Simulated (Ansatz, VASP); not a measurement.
Ta: VASP beside Ansatz

The input INCAR:

```
PREC = Accurate
ENCUT = 520
EDIFF = 1E-6
ISMEAR = 1
SIGMA = 0.15
LREAL = F
LASPH = T
NELM = 80
ALGO = Normal
ISIF = 2
LWAVE = F
LCHARG = F
GGA = PS
NBANDS = 18
```

Contents of KPOINTS:

```
regular mesh
0
Gamma
  14 14 7
```

The input POSCAR:

```
Ta
1.0
    3.0453906735      0.0000000000      0.0000000000
   -1.5226953420      2.6373856950      0.0000000000
    0.0000000000      0.0000000000      4.6859628118
Ta
2
Direct
    0.6666666667      0.3333333333      0.7500000000
    0.3333333333      0.6666666667      0.2500000000
```

Input for Ansatz:

```yaml
crystal:
  lattice:
    - [3.0453906735, 0.0, 0.0]
    - [-1.522695342, 2.6373856950000003, 0.0]
    - [0.0, 0.0, 4.6859628117913825]
  atoms:
    - { symbol: Ta, position: [0.6666666666666666, 0.3333333333333333, 0.75] }
    - { symbol: Ta, position: [0.3333333333333333, 0.6666666666666666, 0.25] }
basis:
  ecutwfc: 450.0
kpoints:
  mp_grid:
    grid: [14, 14, 7]
hamiltonian:
  xc: pbesol
scf:
  occupations:
    method: cold
    width: 0.15
output:
  stress: true
```

Alike in both runs: task single point; functional PBEsol; k mesh 14 × 14 × 7; no spin polarisation.

```csv
,VASP,Ansatz
version,VASP 6.6.1,Ansatz 0.2.0
potentials or method,"VASP PAW PBE potentials, release 64 (Ta_pv), cutoff 520 eV","plane waves, PAW"
occupations,"methfessel-paxton of order 1, width 0.15 eV","cold, width 0.15 eV"
valence electrons in the cell,22,26
```

```tsv
	VASP	Ansatz	Ansatz less VASP
pressure (GPa)	-7.1	-7.2	-0.05
traceless stress, the component that is largest in VASP (GPa)	7.34	7.39	+0.044
```

VASP's potentials were made for PBE, not for PBEsol. VASP's potentials hold 22 valence electrons a cell and Ansatz's 26, so a difference there can come from the potentials and not from the codes.

Neither program's run includes spin-orbit coupling.
